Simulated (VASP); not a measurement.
Runs of VASP 6.6.1 on EuO. The structure is that of space group Fm-3m (No. 225), or close to it. The cells are those of the table. 

```csv
spin,cell,gap on the mesh (eV),pressure (GPa),moment (μB)
"collinear, ferromagnetic start","a = 3.554 Å, angles 60.0°, 2 atoms",none,(c),6.94
off,"a = 3.578 Å, angles 60.0°, 2 atoms",none,-13.3,-
"collinear, ferromagnetic start","a = 3.578 Å, angles 60.0°, 2 atoms",none,-0.2,6.95
"collinear, ferromagnetic start","a = 3.530 Å, angles 60.0°, 2 atoms",none,(a),6.92
"collinear, ferromagnetic start","a = 3.602 Å, angles 60.0°, 2 atoms",none,-2.1,(b)
```

Alike in all rows: task single point; level PBE; potentials or basis VASP PAW PBE potentials, release 64 (Eu, O); k mesh 12 × 12 × 12; cutoff (eV) 600; smearing gaussian 0.05 eV.

Fill in the values left out.

(a) 4.0; (b) 6.96; (c) 1.9.

Caveats: spin-orbit coupling is left out, which moves the levels of the heavy elements; semilocal functionals describe open f shells poorly, which spoils levels, moments and volumes; a cell with one magnetic atom can't hold antiferromagnetic order, which such compounds often take (at least some runs); the cell stands under tension (at least some runs); an odd number of electrons without spin polarisation forces a metal (at least some runs); a magnetic or distorted state may lie lower (at least some runs); the cell stands under pressure (at least some runs).

A k mesh can miss the band edges, and the runs leave out spin-orbit coupling on Eu.

A gap of «none» marks levels without a gap at the run's occupations.
